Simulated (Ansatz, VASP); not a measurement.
## Two plane-wave programs on Ta

INCAR

```
PREC     = Accurate       # precision mode
ENCUT    = 520            # plane-wave cutoff, eV
EDIFF    = 1E-6           # SCF threshold, eV
ISMEAR   = -1             # smearing method
SIGMA    = 0.05           # smearing width, eV
LREAL    = False          # projectors in reciprocal space
LASPH    = True           # aspherical terms in the spheres
NELM     = 60             # most SCF steps
ALGO     = Normal         # electronic algorithm
ISIF     = 2              # what is computed and relaxed
LWAVE    = False          # write WAVECAR
LCHARG   = True           # write CHGCAR
GGA      = PE             # functional
LELF     = True           # ELF
LVHAR    = True         
NBANDS   = 18             # bands
```

Contents of KPOINTS:

```
regular mesh
0
Gamma
  9 9 9
```

File POSCAR:

```
Ta
1.0
    0.0000000000      2.8397911140      2.8397911140
    2.8397911140      0.0000000000      2.8397911140
    2.8397911140      2.8397911140      0.0000000000
Ta
2
Direct
   -0.2600000000     -0.0800000000     -0.0800000000
    0.2600000000      0.0800000000      0.0800000000
```

Input for Ansatz:

```yaml
crystal:
  lattice:
    - [0.0, 2.839791114, 2.839791114]
    - [2.839791114, 0.0, 2.839791114]
    - [2.839791114, 2.839791114, 0.0]
  atoms:
    - { symbol: Ta, position: [-0.26, -0.08, -0.08] }
    - { symbol: Ta, position: [0.26, 0.08, 0.08] }
kpoints:
  mp_grid: { grid: [9, 9, 9] }
scf:
  occupations: { method: fermi_dirac, width: 0.05 }
hamiltonian:
  xc: pbe
  pseudopotentials: { kind: paw }
output:
  forces: true
  stress: true
  eigenvalues: true
  populations: true
```

Change from the starting cell: shortest bond scaled by 0.64, PAW files.

Alike in both runs: task single point; functional PBE; k mesh 9 × 9 × 9; occupations fermi-dirac, width 0.05 eV; no spin polarisation.

```csv
,VASP,Ansatz
version,VASP 6.6.1,Ansatz 0.2.0
potentials or method,"VASP PAW PBE potentials, release 64 (Ta_pv)","PAW with Ansatz's default frozen-core files, scalar-relativistic"
plane-wave cutoff (eV),520,420
valence electrons in the cell,22,26
```

```csv
,VASP,Ansatz,Ansatz less VASP
pressure (GPa),168.6,177.1,+8.50
"traceless stress, the component that is largest in VASP (GPa)",-171.56,-179.08,-7.524
rms of the force components (eV/Å),52.422,54.808,+2.3867
```

Atom by atom the forces differ by 2.387 eV/Å (rms over components). Both programs put the cell under a high pressure, so it lies far from rest at this level. The functional is the same, so the differences come from potentials, cutoffs and numerics. VASP's potentials hold 22 valence electrons a cell and Ansatz's 26, so a difference there can come from the potentials and not from the codes.

Neither program's run includes spin-orbit coupling. Noted on VASP's run: the cell as given lies far from equilibrium.
